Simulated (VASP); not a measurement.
Crystal: Hg.

```
Hg
1.0
     5.69371    0.00000    0.00000
     0.00000    5.69371    0.00000
     0.00000    0.00000    5.69371
Hg
8
Direct
  0.00000 0.00000 0.00000
  0.50000 0.50000 0.50000
  0.25000 0.00000 0.50000
  0.75000 0.00000 0.50000
  0.50000 0.25000 0.00000
  0.50000 0.75000 0.00000
  0.00000 0.50000 0.25000
  0.00000 0.50000 0.75000
```

| Item | Value |
| --- | --- |
| Program | VASP 6.6.1 |
| Task | relaxation of cell and atoms |
| Functional | RPBE |
| Potentials or basis | VASP PAW PBE potentials, release 64 (Hg) |
| Cutoff | 600 eV |
| k mesh | 5 × 5 × 5 |
| Occupations | fermi-dirac, width 0.1 eV |
| Spin | no spin polarisation |

At the start: pressure 10.2 GPa; volume 23.07 Å³/atom.

Question: How do energy, volume and symmetry change on relaxing?

Answer: Over 22 steps the energy falls by 386.9 meV/atom and the volume is 86.86 Å³/atom (+276.5 %); space group Pm-3n (No. 223, to 0.1 Å) before and after.

Step by step:
| step | energy change (eV) | largest force (eV/Å) | pressure (GPa) | volume (Å³) |
| --- | --- | --- | --- | --- |
| 1 | 0.0000 | 0.0000 | 10.16 | 184.58 |
| 2 | -1.5900 | 0.0000 | 3.56 | 226.49 |
| 3 | -2.1599 | 0.0000 | 1.84 | 262.03 |
| 4 | -2.7460 | 0.0000 | 0.70 | 343.88 |
| 5 | -2.9925 | 0.0000 | 0.07 | 555.36 |
| 6 | -3.0259 | 0.0000 | 0.14 | 604.26 |
| 7 | -3.0932 | 0.0000 | -0.07 | 710.51 |
| 8 | -3.0858 | 0.0000 | 0.10 | 670.70 |
| 9 | -3.0953 | 0.0000 | 0.02 | 693.80 |
| 10 | -3.0953 | 0.0000 | 0.03 | 693.82 |
| 11 | -3.0953 | 0.0000 | 0.02 | 693.89 |
| 12 | -3.0953 | 0.0000 | 0.02 | 693.89 |
| 13 | -3.0953 | 0.0000 | 0.02 | 693.89 |
| 14 | -3.0953 | 0.0000 | 0.02 | 693.89 |
| 15 | -3.0953 | 0.0000 | 0.02 | 693.90 |
| 16 | -3.0953 | 0.0000 | 0.02 | 693.91 |
| 17 | -3.0953 | 0.0000 | 0.02 | 693.92 |
| 18 | -3.0953 | 0.0000 | 0.02 | 693.95 |
| 19 | -3.0953 | 0.0000 | 0.02 | 694.01 |
| 20 | -3.0953 | 0.0000 | 0.02 | 694.14 |
| 21 | -3.0953 | 0.0000 | 0.02 | 694.39 |
| 22 | -3.0954 | 0.0000 | 0.02 | 694.89 |

Final structure:
```
Hg
1.0
     8.85738    0.00000    0.00000
     0.00000    8.85738    0.00000
     0.00000    0.00000    8.85738
Hg
8
Direct
  0.00000 0.00000 0.00000
  0.50000 0.50000 0.50000
  0.25000 0.00000 0.50000
  0.75000 0.00000 0.50000
  0.50000 0.25000 0.00000
  0.50000 0.75000 0.00000
  0.00000 0.50000 0.25000
  0.00000 0.50000 0.75000
```

Caveat: the volume moved by over 15 % at a fixed basis, so the end points are rough; the PAW data sets were made with another functional, which shifts forces and pressure a little.
